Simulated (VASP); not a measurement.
# AlGaN2 (P-4m2) in VASP: further runs

The runs below take AlGaN2 through single point, with LDA.

All numbers are computed with VASP 6.6.1; they aren't measurements. Logs are shortened: lines on timing, memory, paths and dates and some standing lists are left out, and cuts for length are marked.

### 1 The cell of the first run

Symmetry: P-4m2, No. 115, tetragonal system. Conventional cell: a = 3.053 Å, b = 3.053 Å, c = 4.479 Å, α = 90.00°, β = 90.00°, γ = 90.00°. Al (site symmetry -4m2) has 4 N at 1.87 Å within 2.5 Å. Ga (site symmetry -4m2) has 4 N at 1.92 Å within 2.5 Å. N (site symmetry 2mm) has 2 Al at 1.87 Å and 2 Ga at 1.92 Å within 2.5 Å.

### 2 Single point, LDA

File INCAR:

```
SYSTEM = AlGaN2
ALGO = Normal ; EDIFF = 1E-6
ENCUT = 1330 ; GGA_COMPAT = .FALSE.
ISIF = 2 ; ISMEAR = 0
LASPH = .TRUE. ; LCHARG = .FALSE.
LREAL = .FALSE. ; LWAVE = .FALSE.
NBANDS = 21 ; NELM = 120
PREC = Accurate ; SIGMA = 0.02
```

File KPOINTS:

```
k-points
0
G
  8 8 6
  0 0 0
```

File POSCAR:

```
AlGaN2
1.0
    3.0529807377      0.0000000000      0.0000000000
    0.0000000000      3.0529807377      0.0000000000
    0.0000000000      0.0000000000      4.4789940914
Al Ga N
1 1 2
Direct
    0.5000000000      0.5000000000      0.5000000000
    0.0000000000      0.0000000000      0.0000000000
    0.5000000000      0.0000000000      0.7405876473
    0.0000000000      0.5000000000      0.2594123527
```

Potentials or basis: VASP PAW LDA potentials, release 64 (Al, Ga_d, N_h).

Started as:

```bash
$ cat potpaw_LDA.64/Al/POTCAR potpaw_LDA.64/Ga_d/POTCAR potpaw_LDA.64/N_h/POTCAR > POTCAR
$ mpirun -np 1 vasp_std > vasp.out
```

OUTCAR:

```text
SYSTEM = AlGaN2
   EDIFF = 1E-6
   ENCUT = 1330
   ISIF = 2
   ISMEAR = 0
   LASPH = .TRUE.
   LREAL = .FALSE.
   NELM = 120
   PREC = Accurate

 ion  position               nearest neighbor table
   1  0.500  0.500  0.500-   3 1.87   4 1.87   3 1.87   4 1.87   2 3.11   2 3.11   2 3.11   2 3.11
                             2 3.11   2 3.11   2 3.11   2 3.11
   2  0.000  0.000  0.000-   3 1.92   4 1.92   4 1.92   3 1.92   1 3.11   1 3.11   1 3.11   1 3.11
                             1 3.11   1 3.11   1 3.11   1 3.11
   3  0.500  0.000  0.741-   1 1.87   1 1.87   2 1.92   2 1.92
   4  0.000  0.500  0.259-   1 1.87   1 1.87   2 1.92   2 1.92

  LATTYP: Found a simple tetragonal cell.
 ALAT       =     3.0529807377
 C/A-ratio  =     1.4670888801

  Lattice vectors:

 A1 = (   3.0529807377,   0.0000000000,   0.0000000000)
 A2 = (   0.0000000000,   3.0529807377,   0.0000000000)
 A3 = (   0.0000000000,   0.0000000000,   4.4789940914)

Analysis of symmetry for initial positions (statically):
=====================================================================
 Subroutine PRICEL returns:
 Original cell was already a primitive cell.

 Routine SETGRP: Setting up the symmetry group for a
 simple tetragonal supercell.

 Subroutine GETGRP returns: Found  8 space group operations
 (whereof  8 operations were pure point group operations)
 out of a pool of 16 trial point group operations.

The static configuration has the point symmetry D_2d.

Analysis of symmetry for dynamics (positions and initial velocities):
=====================================================================
 Subroutine PRICEL returns:
 Original cell was already a primitive cell.

 Routine SETGRP: Setting up the symmetry group for a
 simple tetragonal supercell.

 Subroutine GETGRP returns: Found  8 space group operations
 (whereof  8 operations were pure point group operations)
 out of a pool of 16 trial point group operations.

The dynamic configuration has the point symmetry D_2d.

 Subroutine INISYM returns: Found  8 space group operations
 (whereof  8 operations are pure point group operations),
 and found     1 'primitive' translations

----------------------------------------------------------------------------------------

                                     Primitive cell

  volume of cell :      41.7473

  direct lattice vectors                    reciprocal lattice vectors
     3.052980738  0.000000000  0.000000000     0.327548742  0.000000000  0.000000000
     0.000000000  3.052980738  0.000000000     0.000000000  0.327548742  0.000000000
     0.000000000  0.000000000  4.478994091     0.000000000  0.000000000  0.223264416

  length of vectors
     3.052980738  3.052980738  4.478994091     0.327548742  0.327548742  0.223264416

  position of ions in fractional coordinates (direct lattice)
     0.500000000  0.500000000  0.500000000
     0.000000000  0.000000000  0.000000000
     0.500000000  0.000000000  0.740587647
     0.000000000  0.500000000  0.259412353

  ion indices of the primitive-cell ions
   primitive index   ion index
                 1           1
                 2           2
                 3           3
                 4           4

----------------------------------------------------------------------------------------

 KPOINTS: k-points

Automatic generation of k-mesh.
 Grid dimensions read from file:
 generate k-points for:    8    8    6

 Generating k-lattice:

  Cartesian coordinates                     Fractional coordinates (reciprocal lattice)
     0.040943593  0.000000000  0.000000000     0.125000000  0.000000000  0.000000000
     0.000000000  0.040943593  0.000000000     0.000000000  0.125000000  0.000000000
     0.000000000  0.000000000  0.037210736     0.000000000  0.000000000  0.166666667

  Length of vectors
     0.040943593  0.040943593  0.037210736

  Shift w.r.t. Gamma in fractional coordinates (k-lattice)
     0.000000000  0.000000000  0.000000000

 Subroutine IBZKPT returns following result:
 ===========================================

 Found     60 irreducible k-points:

 Following reciprocal coordinates:
            Coordinates               Weight
  0.000000  0.000000  0.000000      1.000000
  0.125000  0.000000  0.000000      4.000000
  0.250000  0.000000  0.000000      4.000000
  0.375000  0.000000  0.000000      4.000000
  0.500000  0.000000  0.000000      2.000000
  0.125000  0.125000  0.000000      4.000000
[... 16 lines left out ...]
  0.375000  0.125000  0.166667     16.000000
  0.500000  0.125000  0.166667      8.000000
 [... further k-points ...]
   k-points           NKPTS =     60   k-points in BZ     NKDIM =     60   number of bands    NBANDS=     21
   number of dos      NEDOS =    301   number of ions     NIONS =      4
   total plane-waves  NPLWV =  69984
   dimension x,y,z NGX =    36 NGY =   36 NGZ =   54
   dimension x,y,z NGXF=    72 NGYF=   72 NGZF=  108
   ions per type =               1   1   2
   NGX,Y,Z   is equivalent  to a cutoff of  19.60, 19.60, 20.04 a.u.
   NGXF,Y,Z  is equivalent  to a cutoff of  39.21, 39.21, 40.09 a.u.
 SYSTEM =  AlGaN2
   PREC   = accura    normal or accurate (medium, high low for compatibility)
   ISTART =      0    job   : 0-new  1-cont  2-samecut
   ICHARG =      2    charge: 1-file 2-atom 10-const
   ISPIN  =      1    spin polarized calculation?
   LNONCOLLINEAR =      F non collinear calculations
   LSORBIT =      F    spin-orbit coupling
   LASPH  =      T    aspherical Exc in radial PAW
   ENCUT  = 1330.0 eV  97.75 Ry    9.89 a.u.   9.08  9.08 13.32*2*pi/ulx,y,z
   NELM   =    120;   NELMIN=  2; NELMDL= -5     # of ELM steps
   EDIFF  = 0.1E-05   stopping-criterion for ELM
   LREAL  =      F    real-space projection
   EDIFFG = 0.1E-04   stopping-criterion for IOM
   NSW    =      0    number of steps for IOM
   IBRION =     -1    ionic relax: 0-MD 1-quasi-New 2-CG
   NFREE  =      0    steps in history (QN), initial steepest desc. (CG)
   ISIF   =      2    stress and relaxation
   ISYM   =      2    0-nonsym 1-usesym 2-fastsym
   POTIM  = 0.5000    time-step for ionic-motion
   TEBEG  =    0.0;   TEEND  =   0.0 temperature during run
   PSTRESS=    0.0 pullay stress
   NELECT =      26.0000    total number of electrons
   NUPDOWN=      -1.0000    fix difference up-down
   EMIN   =  10.00;   EMAX   =-10.00  energy-range for DOS
   EFERMI =   0.00;   METHOD = LEGACY
   ISMEAR =     0;   SIGMA  =   0.02  broadening in eV -4-tet -1-fermi 0-gaus
   EFERMI_NEDOS =   21; number of points for ismear=-14 and -15
   IALGO  =     38    algorithm
   IMIX   =      4    mixing-type and parameters
     AMIX     =   0.40;   BMIX     =  1.00
     AMIX_MAG =   1.60;   BMIX_MAG =  1.00
  volume/ion in A,a.u.               =      10.44        70.43
  Fermi-wavevector in a.u.,A,eV,Ry     =   1.398051  2.641934 26.593228  1.954547
  Thomas-Fermi vector in A             =   2.521247
   LORBIT       =      0    0 simple, 1 ext, 2 COOP (PROOUT), +10 PAW based schemes
   GGA     = CA    functional components
   LHFCALC =     F    Hartree Fock is set to
   AEXX    =    0.0000 exact exchange contribution
   IVDW    =     0    specifies the selected vdW correction
   LEPSILON=     F    determine dielectric tensor
   LRPA    =     F    only Hartree local field effects (RPA)
 non-spin polarized calculation
 Gauss-broadening in eV      SIGMA  =   0.02
  energy-cutoff  :     1330.00
  volume of cell :       41.75
 maximum number of plane-waves:      4630
   NGX = 19   NGY = 19   NGZ = 27

 number of electron      26.0000001 magnetization

 Free energy of the ion-electron system (eV)
  ---------------------------------------------------
  ext. energy  EPLUGINS =         0.00000000
  ---------------------------------------------------
  free energy    TOTEN  =       -30.28711815 eV

  energy without entropy =      -30.28711815  energy(sigma->0) =      -30.28711815

 E-fermi :   6.3954     XC(G=0): -11.9574

 val. band max:        6.2666171257   @ k =   0.0000   0.0000   0.0000
 cond. band min:       9.3777228008   @ k =   0.5000   0.5000   0.0000
 fundamental gap:      3.1111056751
 Fermi energy:         6.3953530008

 k-point     1 :       0.0000    0.0000    0.0000
  band No.  band energies     occupation
      1      -9.4952      2.00000
      2      -7.9930      2.00000
      3      -6.8802      2.00000
      4      -6.8802      2.00000
      5      -6.8385      2.00000
      6      -6.6565      2.00000
[... 13 lines left out ...]
     20      18.7284      0.00000
     21      21.5739      0.00000

 k-point     2 :       0.1250    0.0000    0.0000
  band No.  band energies     occupation
      1      -9.3476      2.00000
      2      -7.9896      2.00000
      3      -6.9008      2.00000
      4      -6.8769      2.00000
      5      -6.8063      2.00000
      6      -6.6702      2.00000
[... 13 lines left out ...]
     20      18.5420      0.00000
     21      21.1322      0.00000

 k-point     3 :       0.2500    0.0000    0.0000
  band No.  band energies     occupation
      1      -8.9549      2.00000
      2      -7.9943      2.00000
      3      -6.8986      2.00000
      4      -6.8690      2.00000
      5      -6.7112      2.00000
      6      -6.7031      2.00000
[... 13 lines left out ...]
     20      18.2159      0.00000
     21      20.1199      0.00000
[... 457 lines left out ...]
 k-point    23 :       0.3750    0.1250    0.1667
  band No.  band energies     occupation
      1      -8.3790      2.00000
      2      -8.0058      2.00000
      3      -6.8782      2.00000
      4      -6.7958      2.00000
      5      -6.7611      2.00000
      6      -6.3700      2.00000
[... 13 lines left out ...]
     20      18.4802      0.00000
     21      18.9943      0.00000

 k-point    24 :       0.5000    0.1250    0.1667
  band No.  band energies     occupation
      1      -8.2109      2.00000
      2      -8.0273      2.00000
      3      -6.8696      2.00000
      4      -6.7767      2.00000
      5      -6.7763      2.00000
      6      -5.9891      2.00000
[... 13 lines left out ...]
     20      18.6204      0.00000
     21      18.7890      0.00000

 [... further k-points ...]

------------------------ aborting loop because EDIFF is reached ----------------------------------------

  FORCE on cell =-STRESS in cart. coord.  units (eV):
  Direction    XX          YY          ZZ          XY          YZ          ZX
  --------------------------------------------------------------------------------------
  -------------------------------------------------------------------------------------
  Total        1.7856538      1.7856538      0.2341292      0.0000000      0.0000000      0.0000000
  in kB       68.5297625     68.5297625      8.9854042      0.0000000      0.0000000      0.0000000
  external PRESSURE =      48.6816431 kB  Pullay stress =       0.0000000 kB

 VOLUME and BASIS-vectors are now :
 -----------------------------------------------------------------------------
  energy-cutoff  :     1330.00
  volume of cell :       41.75
      direct lattice vectors                 reciprocal lattice vectors
     3.052980738  0.000000000  0.000000000     0.327548742  0.000000000  0.000000000
     0.000000000  3.052980738  0.000000000     0.000000000  0.327548742  0.000000000
     0.000000000  0.000000000  4.478994091     0.000000000  0.000000000  0.223264416

 POSITION                                       TOTAL-FORCE (eV/Angst)
 -----------------------------------------------------------------------------------
      1.52649      1.52649      2.23950         0.000000     -0.000000      0.000000
      0.00000      0.00000      0.00000         0.000000      0.000000      0.000000
      1.52649      0.00000      3.31709         0.000000      0.000000     -0.030923
      0.00000      1.52649      1.16191         0.000000      0.000000      0.030923
 -----------------------------------------------------------------------------------
    total drift:                                0.000000     -0.000000      0.000000

  FREE ENERGIE OF THE ION-ELECTRON SYSTEM (eV)
  ---------------------------------------------------
  free  energy   TOTEN  =       -30.2871181471 eV

  energy  without entropy=      -30.2871181471  energy(sigma->0) =      -30.28711815
```

Run time: 1.8 min. Hardware: 1 thread of Intel Xeon Platinum 8488C (Sapphire Rapids), shared host; peak memory 0.35 GiB.

Results:

| Quantity | Value |
| --- | --- |
| Free energy | -30.2871 eV |
| Pressure | 4.9 GPa |
| Largest force | 0.031 eV/Å |
| Band gap on the k mesh | 3.11 eV (least direct gap 3.14 eV) |

Forces in eV/Å, atoms in the order of the input:
```
Al   0.000  0.000  0.000
Ga   0.000  0.000  0.000
N    0.000  0.000 -0.031
N    0.000  0.000  0.031
```

Levels at points of the mesh, in eV from the valence-band top:
```
           k point  band 10  band 11  band 12  band 13  band 14  band 15  band 16  band 17
(0.00, 0.00, 0.00)    -2.29    -0.41     0.00     0.00     3.14     3.60     8.08    11.36
(0.50, 0.00, 0.00)    -3.32    -3.25    -0.90    -0.61     7.27     7.42     8.39     8.80
(0.50, 0.50, 0.00)    -2.61    -2.56    -2.56    -2.53     3.11     3.11     6.15     8.61
(0.00, 0.00, 0.50)    -1.56    -1.56    -0.95    -0.95     5.31     5.35     8.17     9.61
(0.50, 0.00, 0.50)    -1.12    -0.90    -0.89    -0.50     5.35     6.71     9.26     9.60
(0.50, 0.50, 0.50)    -4.25    -3.47    -3.47    -3.46     5.89     5.89     9.10    10.65
```

Caveat: the stress differs along the axes, from 1 to 7 GPa. A k mesh can miss the band edges.

(Continued in part 2 of 2.)
